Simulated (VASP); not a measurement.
# K (Cmcm) in VASP: single point with PBE

Aim: the single point of K with PBE.

Program: VASP 6.6.1. These are calculated values, not measurements. Logs are shortened: lines on timing, memory, paths and dates and some standing lists are left out, and cuts for length are marked.

## 1. The cell of the first run

Symmetry: Cmcm, No. 63, orthorhombic system. Conventional cell: a = 4.876 Å, b = 8.095 Å, c = 7.812 Å, α = 90.00°, β = 90.00°, γ = 90.00°.

## 2. Single point, PBE

Input file INCAR:

```
SYSTEM = K
PREC     = Accurate       ! precision mode
ENCUT    = 520            ! plane-wave cutoff, eV
EDIFF    = 1E-6           ! SCF threshold, eV
ISMEAR   = 0              ! smearing method
SIGMA    = 0.05           ! smearing width, eV
LREAL    = .False.        ! projectors in reciprocal space
LASPH    = .True.         ! aspherical terms in the spheres
NELM     = 60             ! most SCF steps
ALGO     = Normal         ! electronic algorithm
ISIF     = 2              ! what is computed and relaxed
LWAVE    = .False.        ! write WAVECAR
LCHARG   = .False.        ! write CHGCAR
GGA      = PE             ! functional
NBANDS   = 16             ! bands
```

Input file KPOINTS:

```
Automatic mesh
0
Gamma
  10 10 6
  0 0 0
```

Input file POSCAR:

```
K
1.0
    2.4379623500     -4.0476104500      0.0000000000
    2.4379623500      4.0476104500      0.0000000000
    0.0000000000      0.0000000000      7.8117980100
K
2
Direct
    0.8206130200      0.1793869800      0.2500000000
    0.1793869800      0.8206130200      0.7500000000
```

Potentials or basis: VASP PAW PBE potentials, release 64 (K_sv).

The run is started by

```console
cat potpaw_PBE.64/K_sv/POTCAR > POTCAR
mpirun -np 1 vasp_std > vasp.out
```

OUTCAR:

```text
SYSTEM = K
   PREC = Accurate
   ENCUT = 520
   EDIFF = 1E-6
   ISMEAR = 0
   LREAL = .False.
   LASPH = .True.
   NELM = 60
   ISIF = 2
   GGA = PE

 ion  position               nearest neighbor table
   1  0.821  0.179  0.250-
   2  0.179  0.821  0.750-

  LATTYP: Found a base centered orthorhombic cell.
 ALAT       =     4.8759247000
 B/A-ratio  =     1.6602432150
 C/A-ratio  =     1.6021162119

  Lattice vectors:

 A1 = (   2.4379623500,  -4.0476104500,   0.0000000000)
 A2 = (   2.4379623500,   4.0476104500,   0.0000000000)
 A3 = (   0.0000000000,   0.0000000000,   7.8117980100)

Analysis of symmetry for initial positions (statically):
=====================================================================
 Subroutine PRICEL returns:
 Original cell was already a primitive cell.

 Routine SETGRP: Setting up the symmetry group for a
 base centered orthorhombic supercell.

 Subroutine GETGRP returns: Found  8 space group operations
 (whereof  4 operations were pure point group operations)
 out of a pool of  8 trial point group operations.

The static configuration has the point symmetry C_2h.
 The point group associated with its full space group is D_2h.

Analysis of symmetry for dynamics (positions and initial velocities):
=====================================================================
 Subroutine PRICEL returns:
 Original cell was already a primitive cell.

 Routine SETGRP: Setting up the symmetry group for a
 base centered orthorhombic supercell.

 Subroutine GETGRP returns: Found  8 space group operations
 (whereof  4 operations were pure point group operations)
 out of a pool of  8 trial point group operations.

The dynamic configuration has the point symmetry C_2h.
 The point group associated with its full space group is D_2h.

 Subroutine INISYM returns: Found  8 space group operations
 (whereof  4 operations are pure point group operations),
 and found     1 'primitive' translations

----------------------------------------------------------------------------------------

                                     Primitive cell

  volume of cell :     154.1724

  direct lattice vectors                    reciprocal lattice vectors
     2.437962350 -4.047610450  0.000000000     0.205089303 -0.123529674  0.000000000
     2.437962350  4.047610450  0.000000000     0.205089303  0.123529674  0.000000000
     0.000000000  0.000000000  7.811798010     0.000000000  0.000000000  0.128011502

  length of vectors
     4.725125477  4.725125477  7.811798010     0.239418468  0.239418468  0.128011502

  position of ions in fractional coordinates (direct lattice)
     0.820613020  0.179386980  0.250000000
     0.179386980  0.820613020  0.750000000

  ion indices of the primitive-cell ions
   primitive index   ion index
                 1           1
                 2           2

----------------------------------------------------------------------------------------

 KPOINTS: Automatic mesh

Automatic generation of k-mesh.
 Grid dimensions read from file:
 generate k-points for:   10   10    6

 Generating k-lattice:

  Cartesian coordinates                     Fractional coordinates (reciprocal lattice)
     0.020508930 -0.012352967  0.000000000     0.100000000 -0.000000000  0.000000000
     0.020508930  0.012352967  0.000000000    -0.000000000  0.100000000  0.000000000
     0.000000000  0.000000000  0.021335250     0.000000000  0.000000000  0.166666667

  Length of vectors
     0.023941847  0.023941847  0.021335250

  Shift w.r.t. Gamma in fractional coordinates (k-lattice)
     0.000000000  0.000000000  0.000000000

 Subroutine IBZKPT returns following result:
 ===========================================

 Found    124 irreducible k-points:

 Following reciprocal coordinates:
            Coordinates               Weight
  0.000000  0.000000  0.000000      1.000000
  0.100000 -0.000000  0.000000      4.000000
  0.200000 -0.000000  0.000000      4.000000
  0.300000 -0.000000  0.000000      4.000000
  0.400000 -0.000000  0.000000      4.000000
  0.500000 -0.000000  0.000000      2.000000
[... 16 lines left out ...]
  0.300000  0.300000  0.000000      2.000000
  0.400000  0.300000  0.000000      4.000000
 [... further k-points ...]
   k-points           NKPTS =    124   k-points in BZ     NKDIM =    124   number of bands    NBANDS=     16
   number of dos      NEDOS =    301   number of ions     NIONS =      2
   total plane-waves  NPLWV =  77760
   dimension x,y,z NGX =    36 NGY =   36 NGZ =   60
   dimension x,y,z NGXF=    72 NGYF=   72 NGZF=  120
   ions per type =               2
   NGX,Y,Z   is equivalent  to a cutoff of  12.67, 12.67, 12.77 a.u.
   NGXF,Y,Z  is equivalent  to a cutoff of  25.33, 25.33, 25.54 a.u.
 SYSTEM =  K
   PREC   = accura    normal or accurate (medium, high low for compatibility)
   ISTART =      0    job   : 0-new  1-cont  2-samecut
   ICHARG =      2    charge: 1-file 2-atom 10-const
   ISPIN  =      1    spin polarized calculation?
   LNONCOLLINEAR =      F non collinear calculations
   LSORBIT =      F    spin-orbit coupling
   LASPH  =      T    aspherical Exc in radial PAW
   ENCUT  =  520.0 eV  38.22 Ry    6.18 a.u.   8.79  8.79 14.52*2*pi/ulx,y,z
   NELM   =     60;   NELMIN=  2; NELMDL= -5     # of ELM steps
   EDIFF  = 0.1E-05   stopping-criterion for ELM
   LREAL  =      F    real-space projection
   EDIFFG = 0.1E-04   stopping-criterion for IOM
   NSW    =      0    number of steps for IOM
   IBRION =     -1    ionic relax: 0-MD 1-quasi-New 2-CG
   NFREE  =      0    steps in history (QN), initial steepest desc. (CG)
   ISIF   =      2    stress and relaxation
   ISYM   =      2    0-nonsym 1-usesym 2-fastsym
   POTIM  = 0.5000    time-step for ionic-motion
   TEBEG  =    0.0;   TEEND  =   0.0 temperature during run
   PSTRESS=    0.0 pullay stress
   NELECT =      18.0000    total number of electrons
   NUPDOWN=      -1.0000    fix difference up-down
   EMIN   =  10.00;   EMAX   =-10.00  energy-range for DOS
   EFERMI =   0.00;   METHOD = LEGACY
   ISMEAR =     0;   SIGMA  =   0.05  broadening in eV -4-tet -1-fermi 0-gaus
   EFERMI_NEDOS =   21; number of points for ismear=-14 and -15
   IALGO  =     38    algorithm
   IMIX   =      4    mixing-type and parameters
     AMIX     =   0.40;   BMIX     =  1.00
     AMIX_MAG =   1.60;   BMIX_MAG =  1.00
  volume/ion in A,a.u.               =      77.09       520.20
  Fermi-wavevector in a.u.,A,eV,Ry     =   0.800135  1.512036  8.710674  0.640216
  Thomas-Fermi vector in A             =   1.907373
   LORBIT       =      0    0 simple, 1 ext, 2 COOP (PROOUT), +10 PAW based schemes
   GGA     = PE    functional components
   LHFCALC =     F    Hartree Fock is set to
   AEXX    =    0.0000 exact exchange contribution
   IVDW    =     0    specifies the selected vdW correction
   LEPSILON=     F    determine dielectric tensor
   LRPA    =     F    only Hartree local field effects (RPA)
 non-spin polarized calculation
 Gauss-broadening in eV      SIGMA  =   0.05
  energy-cutoff  :      520.00
  volume of cell :      154.17
 maximum number of plane-waves:      4177
   NGX = 17   NGY = 17   NGZ = 29

 number of electron      18.0000000 magnetization

 Free energy of the ion-electron system (eV)
  ---------------------------------------------------
  ext. energy  EPLUGINS =         0.00000000
  ---------------------------------------------------
  free energy    TOTEN  =        -2.09430614 eV

  energy without entropy =       -2.09206168  energy(sigma->0) =       -2.09318391

 E-fermi :  -0.2307     XC(G=0):  -5.5386

 val. band max:       -0.2312167307   @ k =   0.4000  -0.0000   0.5000
 cond. band min:      -0.2222918751   @ k =   0.5000   0.3000   0.3333
 fundamental gap:      0.0089248555
 Fermi energy:        -0.2307250363

 k-point     1 :       0.0000    0.0000    0.0000
  band No.  band energies     occupation
      1     -32.3763      2.00000
      2     -32.3734      2.00000
      3     -15.8851      2.00000
      4     -15.8398      2.00000
      5     -15.8351      2.00000
      6     -15.8297      2.00000
[... 8 lines left out ...]
     15       4.1383      0.00000
     16       4.3022      0.00000

 k-point     2 :       0.1000   -0.0000    0.0000
  band No.  band energies     occupation
      1     -32.3761      2.00000
      2     -32.3733      2.00000
      3     -15.8833      2.00000
      4     -15.8429      2.00000
      5     -15.8371      2.00000
      6     -15.8339      2.00000
[... 8 lines left out ...]
     15       4.1532      0.00000
     16       4.2841      0.00000

 k-point     3 :       0.2000   -0.0000    0.0000
  band No.  band energies     occupation
      1     -32.3754      2.00000
      2     -32.3730      2.00000
      3     -15.8783      2.00000
      4     -15.8526      2.00000
      5     -15.8447      2.00000
      6     -15.8405      2.00000
[... 8 lines left out ...]
     15       4.0747      0.00000
     16       4.3186      0.00000

 k-point     4 :       0.3000   -0.0000    0.0000
  band No.  band energies     occupation
      1     -32.3745      2.00000
      2     -32.3727      2.00000
      3     -15.8710      2.00000
      4     -15.8653      2.00000
      5     -15.8578      2.00000
      6     -15.8441      2.00000
[... 8 lines left out ...]
     15       4.0641      0.00000
     16       4.2878      0.00000
[... 324 lines left out ...]
 k-point    22 :      -0.2000    0.2000    0.0000
  band No.  band energies     occupation
      1     -32.3753      2.00000
      2     -32.3728      2.00000
      3     -15.8787      2.00000
      4     -15.8516      2.00000
      5     -15.8453      2.00000
      6     -15.8449      2.00000
[... 8 lines left out ...]
     15       3.9365      0.00000
     16       4.0857      0.00000

 k-point    23 :       0.3000    0.3000    0.0000
  band No.  band energies     occupation
      1     -32.3727      2.00000
      2     -32.3727      2.00000
      3     -15.8704      2.00000
      4     -15.8638      2.00000
      5     -15.8620      2.00000
      6     -15.8541      2.00000
[... 8 lines left out ...]
     15       2.6384      0.00000
     16       3.4818      0.00000

 k-point    24 :       0.4000    0.3000    0.0000
  band No.  band energies     occupation
      1     -32.3729      2.00000
      2     -32.3723      2.00000
      3     -15.8737      2.00000
      4     -15.8672      2.00000
      5     -15.8607      2.00000
      6     -15.8562      2.00000
[... 8 lines left out ...]
     15       2.6484      0.00000
     16       3.6054      0.00000

 [... further k-points ...]
[... 5 lines left out ...]
  --------------------------------------------------------------------------------------
  -------------------------------------------------------------------------------------
  Total       -0.1517006     -0.0952673     -0.1790208      0.0000000      0.0000000      0.0000000
  in kB       -1.5764900     -0.9900284     -1.8604045      0.0000000      0.0000000      0.0000000
  external PRESSURE =      -1.4756410 kB  Pullay stress =       0.0000000 kB

 VOLUME and BASIS-vectors are now :
 -----------------------------------------------------------------------------
  energy-cutoff  :      520.00
  volume of cell :      154.17
      direct lattice vectors                 reciprocal lattice vectors
     2.437962350 -4.047610450  0.000000000     0.205089303 -0.123529674  0.000000000
     2.437962350  4.047610450  0.000000000     0.205089303  0.123529674  0.000000000
     0.000000000  0.000000000  7.811798010     0.000000000  0.000000000  0.128011502

 POSITION                                       TOTAL-FORCE (eV/Angst)
 -----------------------------------------------------------------------------------
      2.43796     -2.59543      1.95295         0.000000     -0.001858      0.000000
      2.43796      2.59543      5.85885         0.000000      0.001858     -0.000000
 -----------------------------------------------------------------------------------
    total drift:                               -0.000000     -0.000000      0.000000

  FREE ENERGIE OF THE ION-ELECTRON SYSTEM (eV)
  ---------------------------------------------------
  free  energy   TOTEN  =        -2.0943061403 eV

  energy  without entropy=       -2.0920616797  energy(sigma->0) =       -2.09318391
```

It took 3.8 min on 1 thread of Intel Xeon Platinum 8375C at 2.90GHz (Ice Lake), shared host; peak memory 0.41 GiB.

Results:

```yaml
Free_energy: -2.0943 eV
Pressure: -0.1 GPa
Band_gap_on_the_k_mesh: zero (band 9 reaches 0.73 eV, above the bottom of band 10 at -1.62 eV)
```
